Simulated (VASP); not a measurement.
Crystal: SmH3.

```
CELL_PARAMETERS angstrom
3.75480 0.00000 0.00000
0.00000 3.75480 0.00000
0.00000 0.00000 3.75480
ATOMIC_POSITIONS crystal
Sm 0.00000 0.00000 0.00000
H 0.00000 0.50000 0.50000
H 0.50000 0.00000 0.50000
H 0.50000 0.50000 0.00000
```

The cell was built from a structure type or drawn by symmetry, and may not be a known phase.

```yaml
Program: VASP 6.6.1
Task: relaxation of cell and atoms
Functional: PBE
Potentials_or_basis: VASP PAW PBE potentials, release 64 (Sm_3, H), 4f in core
Cutoff: 500 eV
k_mesh: 4 × 4 × 4
Occupations: gaussian, width 0.1 eV
Spin: no spin polarisation
```

At the start: pressure -13.5 GPa; volume 13.23 Å³/atom.

Task: Where does the relaxation end?

Result: Over 4 steps the energy falls by 172.1 meV/atom and the volume is 9.91 Å³/atom (-25.1 %); space group Pm-3m (No. 221, to 0.1 Å) before and after.

The path:
| step | energy change (eV) | largest force (eV/Å) | pressure (GPa) | volume (Å³) |
| --- | --- | --- | --- | --- |
| 1 | 0.0000 | 0.0000 | -13.47 | 52.94 |
| 2 | -0.5551 | 0.0000 | -7.64 | 44.86 |
| 3 | -0.6841 | 0.0000 | -1.64 | 40.63 |
| 4 | -0.6886 | 0.0000 | 0.20 | 39.64 |

Final structure:
```
Sm H
1.0
     3.40978    0.00000    0.00000
     0.00000    3.40978    0.00000
     0.00000    0.00000    3.40978
Sm H
1 3
Direct
  0.00000 0.00000 0.00000
  0.00000 0.50000 0.50000
  0.50000 0.00000 0.50000
  0.50000 0.50000 0.00000
```

Caveat: the k points lie up to 0.46 Å⁻¹ apart in the final cell; the volume moved by over 15 % at a fixed basis, so the end points are rough.
